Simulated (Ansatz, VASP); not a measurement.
# NaH: VASP beside Ansatz

```
CELL_PARAMETERS angstrom
0.00000 2.40340 2.44000
2.40340 0.00000 2.44000
2.40340 2.40340 0.00000
ATOMIC_POSITIONS crystal
Na 0.00000 0.00000 0.00000
H 0.50000 0.50000 0.50000
```

Change from the starting cell: strain -0.015 along x and y, +0.000 along z, atoms carried along.

Alike in both runs: task single point; functional LDA; k mesh 8 × 8 × 8; occupations gaussian, width 0.05 eV; no spin polarisation.

```csv
,VASP,Ansatz
version,VASP 6.6.1,Ansatz 0.2.0
potentials or method,"VASP PAW LDA potentials, release 64 (Na_pv, H), cutoff 520 eV","scalar-relativistic, plane waves, PAW"
valence electrons in the cell,8,10
```

```tsv
	VASP	Ansatz	Ansatz less VASP
gap on the k mesh at the Fermi level (eV)	3.40	3.40	+0.001
least direct gap on the mesh (eV)	4.32	4.33	+0.004
pressure (GPa)	-2.1	-2.1	+0.06
traceless stress, the component that is largest in VASP (GPa)	-0.28	-0.27	+0.002
```

LDA's correlation is that of Perdew and Zunger in VASP and of Perdew and Wang (1992) in Ansatz. VASP's potentials hold 8 valence electrons a cell and Ansatz's 10, so a difference there can come from the potentials and not from the codes.
